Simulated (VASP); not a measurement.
Na: single point with LDA

Crystal: Na.

```xyz
2
Lattice="0.0000 3.6265 3.6265 3.6265 0.0000 3.6265 3.6265 3.6265 0.0000" Properties=species:S:1:pos:R:3 pbc="T T T"
Na    0.0000    0.0000    0.0000
Na    1.8133    1.8133    1.8133
```

- Program: VASP 6.6.1
- Task: single point
- Functional: LDA
- Potentials or basis: VASP PAW LDA potentials, release 64 (Na_pv)
- Cutoff: 500 eV
- k mesh: 5 × 5 × 5
- Occupations: methfessel-paxton, width 0.1 eV
- Spin: no spin polarisation

| Property | Result |
| --- | --- |
| Pressure | 0.0 GPa |
| Band gap on the k mesh | zero (band 7 reaches -0.31 eV, above the bottom of band 8 at -0.42 eV) |

Levels at points of the mesh, in eV from the Fermi level:
| k point | band 3 | band 4 | band 5 | band 6 | band 7 | band 8 | band 9 | band 10 | band 11 | band 12 |
| --- | --- | --- | --- | --- | --- | --- | --- | --- | --- | --- |
| (0.00, 0.00, 0.00) | -25.51 | -25.45 | -25.45 | -25.45 | -2.85 | 4.87 | 4.87 | 4.87 | 5.21 | 5.21 |

Run time: 11 s on 1 thread of Intel(R) Xeon(R) Platinum 8259CL CPU @ 2.50GHz (Skylake/Cascade Lake), with other jobs on the host, peak memory 0.18 GiB.
